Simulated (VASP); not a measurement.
# Cd3TeSe2 (P6/mmm) in VASP: a series of runs, part 3 of 3

VASP 6.6.1. Earlier steps stand in the parts before.

**5. Single point, PBE**

This run uses another cell than the first one, of 28.20 Å³/atom, 0.997 times its volume.

Input file INCAR:

```
PREC     = Accurate       # precision mode
ENCUT    = 520            # plane-wave cutoff, eV
EDIFF    = 1E-7           # SCF threshold, eV
ISMEAR   = 0              # smearing method
SIGMA    = 0.1            # smearing width, eV
LREAL    = F              # projectors in reciprocal space
LASPH    = T              # aspherical terms in the spheres
NELM     = 60             # most SCF steps
ALGO     = Normal         # electronic algorithm
ISIF     = 2              # what is computed and relaxed
LWAVE    = F              # write WAVECAR
LCHARG   = F              # write CHGCAR
GGA      = PE             # functional
NBANDS   = 36             # bands
```

Input file KPOINTS:

```
regular mesh
0
Gamma
  6 6 10
```

Input file POSCAR:

```
Cd3TeSe2
1.0
    7.2709705899     -0.0000000034      0.0000000000
   -3.6354852920      6.2968452427      0.0000000000
    0.0000000000      0.0000000000      3.6960371683
Cd Te Se
3 1 2
Direct
    0.5000000000      0.0000000000      0.5000000000
    0.5000000000      0.5000000000      0.5000000000
    0.0000000000      0.5000000000      0.5000000000
    0.0000000000      0.0000000000      0.0000000000
    0.3333333333      0.6666666667      0.0000000000
    0.6666666667      0.3333333333      0.0000000000
```

On the command line:

```
$ cat potpaw_PBE.64/Cd/POTCAR potpaw_PBE.64/Te/POTCAR potpaw_PBE.64/Se/POTCAR > POTCAR
$ mpirun -np 1 vasp_std > vasp.out
```

Run time: 4.6 min. Hardware: 1 thread of Intel Xeon 6975P-C, shared host; peak memory 0.41 GiB.

Results (log left out):

```
Free energy            : -12.7719 eV
Pressure               : 0.2 GPa
Band gap on the k mesh : zero (band 27 reaches 3.52 eV, above the bottom of band 28 at 2.24 eV)
```

Stress tensor (GPa, compression positive):
```
0.19 0.00 0.00
0.00 0.19 0.00
0.00 0.00 0.27
```

Levels at points of the mesh, in eV from the Fermi level:
```
           k point  band 24  band 25  band 26  band 27  band 28  band 29  band 30  band 31
(0.00, 0.00, 0.00)    -1.33    -0.96    -0.96    -0.50     1.70     3.10     3.56     3.56
(0.50, 0.00, 0.00)    -1.25    -1.09    -1.07     0.63     1.02     1.68     2.66     2.89
(0.00, 0.00, 0.50)    -1.60    -1.60    -0.74    -0.74     0.19     0.19     1.49     1.49
(0.50, 0.00, 0.50)    -2.25    -1.24    -1.08    -0.20    -0.03     0.32     1.38     3.59
```

Caveat: spin-orbit coupling is left out, which moves the levels of the heavy elements.

**6. Relaxation of cell and atoms, PBE**

This run uses another cell than the first one, of 27.81 Å³/atom, 0.983 times its volume.

Input file INCAR:

```
PREC     = Accurate       # precision mode
ENCUT    = 600            # plane-wave cutoff, eV
EDIFF    = 1E-6           # SCF threshold, eV
ISMEAR   = 0              # smearing method
SIGMA    = 0.1            # smearing width, eV
LREAL    = False          # projectors in reciprocal space
LASPH    = True           # aspherical terms in the spheres
NELM     = 100            # most SCF steps
ALGO     = Normal         # electronic algorithm
ISIF     = 3              # what is computed and relaxed
LWAVE    = False          # write WAVECAR
LCHARG   = False          # write CHGCAR
GGA      = PE             # functional
IBRION   = 2              # ionic algorithm
NSW      = 100            # ionic steps
EDIFFG   = -0.01          # ionic threshold
```

Input file KPOINTS:

```
regular mesh
0
Gamma
  6 6 8
```

Input file POSCAR:

```
Cd3TeSe2
1.0
    6.2859663300      0.0000000000      0.0000000000
   -3.1429831600      5.4438065300      0.0000000000
    0.0000000000      0.0000000000      4.8769163800
Cd Te Se
3 1 2
Direct
    0.5000000000      0.0000000000      0.5000000000
    0.5000000000      0.5000000000      0.5000000000
    0.0000000000      0.5000000000      0.5000000000
    0.0000000000      0.0000000000      0.0000000000
    0.3333333300      0.6666666700      0.0000000000
    0.6666666700      0.3333333300      0.0000000000
```

Potentials or basis: VASP PAW PBE potentials, release 64 (Cd, Te, Se).

On the command line:

```
$ cat potpaw_PBE.64/Cd/POTCAR potpaw_PBE.64/Te/POTCAR potpaw_PBE.64/Se/POTCAR > POTCAR
$ mpirun -np 1 vasp_std > vasp.out
```

It took 38 min on 1 thread of Intel Xeon 6975P-C, shared host; peak memory 0.48 GiB.

Results (log left out):

```
Free energy                            : -12.7620 eV
Relaxed volume                         : 28.40 Å³/atom
Relaxed cell                           : a = 7.311 Å, b = 7.311 Å, c = 3.682 Å, α = 90.00°, β = 90.00°, γ = 120.00°
Space group after relaxing (to 0.05 Å) : P6/mmm (No. 191)
Energy gained by relaxing              : 317.8 meV/atom
Ionic steps                            : 14
Pressure after relaxing                : 0.0 GPa
Band gap on the k mesh                 : zero (band 27 reaches 3.21 eV, above the bottom of band 28 at 2.17 eV)
```

The path:
| step | energy change (eV) | largest force (eV/Å) | pressure (GPa) | volume (Å³) |
| --- | --- | --- | --- | --- |
| 1 | 0.0000 | 0.0000 | -2.48 | 166.89 |
| 2 | -0.2080 | 0.0000 | 0.43 | 156.61 |
| 3 | -0.2258 | 0.0000 | 1.58 | 153.54 |
| 4 | -0.4159 | 0.0000 | 1.34 | 155.51 |
| 5 | -1.3250 | 0.0000 | 1.30 | 159.87 |
| 6 | -0.8822 | 0.0000 | 6.33 | 160.32 |
| 7 | -1.8216 | 0.0000 | 2.15 | 161.46 |
| 8 | -1.8167 | 0.0000 | 2.87 | 161.59 |
| 9 | -1.8374 | 0.0000 | 2.61 | 161.59 |
| 10 | -1.8021 | 0.0000 | -1.99 | 182.01 |
| 11 | -1.8976 | 0.0000 | 0.28 | 170.26 |
| 12 | -1.8976 | 0.0000 | 0.31 | 170.08 |
| 13 | -1.9065 | 0.0000 | -0.02 | 170.46 |
| 14 | -1.9066 | 0.0000 | 0.02 | 170.41 |

Final structure:
```
Cd Te Se
1.0
     7.31086    0.00000    0.00000
    -3.65543    6.33139    0.00000
     0.00000    0.00000    3.68160
Cd Te Se
3 1 2
Direct
  0.50000 0.00000 0.50000
  0.50000 0.50000 0.50000
  0.00000 0.50000 0.50000
  0.00000 0.00000 0.00000
  0.33333 0.66667 0.00000
  0.66667 0.33333 0.00000
```

Levels at points of the mesh, in eV from the Fermi level:
| k point | band 24 | band 25 | band 26 | band 27 | band 28 | band 29 | band 30 | band 31 |
| --- | --- | --- | --- | --- | --- | --- | --- | --- |
| (0.00, 0.00, 0.00) | -1.32 | -1.01 | -1.01 | -0.44 | 1.60 | 3.20 | 3.53 | 3.53 |
| (0.50, 0.00, 0.00) | -1.28 | -1.12 | -1.02 | 0.64 | 1.01 | 1.59 | 2.66 | 2.85 |
| (0.00, 0.00, 0.50) | -1.57 | -1.57 | -0.71 | -0.71 | 0.15 | 0.15 | 1.51 | 1.51 |
| (0.50, 0.00, 0.50) | -2.22 | -1.21 | -1.05 | -0.23 | -0.07 | 0.29 | 1.37 | 3.59 |

Caveat: spin-orbit coupling is left out, which moves the levels of the heavy elements.

**7. Overview**

```tsv
task	cell	k mesh	cutoff (eV)	gap on the mesh (eV)	pressure (GPa)	relaxed volume (Å³/atom)
relaxation of cell and atoms	relaxed from a = 7.305, b = 7.305, c = 3.674 Å, angles 90.0, 90.0, 120.0°, 6 atoms	6 × 6 × 10	600	none	0.0	28.35
single point	a = 6.286, b = 6.286, c = 4.877 Å, angles 90.0, 90.0, 120.0°, 6 atoms	3 × 3 × 4	520	none	-2.4	-
single point	a = 7.305, b = 7.305, c = 3.674 Å, angles 90.0, 90.0, 120.0°, 6 atoms	6 × 6 × 8	520	none	0.2	-
single point	a = 7.271, b = 7.271, c = 3.696 Å, angles 90.0, 90.0, 120.0°, 6 atoms	6 × 6 × 10	520	none	0.2	-
relaxation of cell and atoms	relaxed from a = 6.286, b = 6.286, c = 4.877 Å, angles 90.0, 90.0, 120.0°, 6 atoms	6 × 6 × 8	600	none	0.0	28.40
```

Alike in all rows: level PBE; potentials or basis VASP PAW PBE potentials, release 64 (Cd, Te, Se); no spin polarisation; smearing gaussian 0.1 eV.

Caveats: some runs use coarse meshes; spin-orbit coupling is left out, which moves the levels of the heavy elements.

Absolute energies hang on the potentials; compare differences alone.
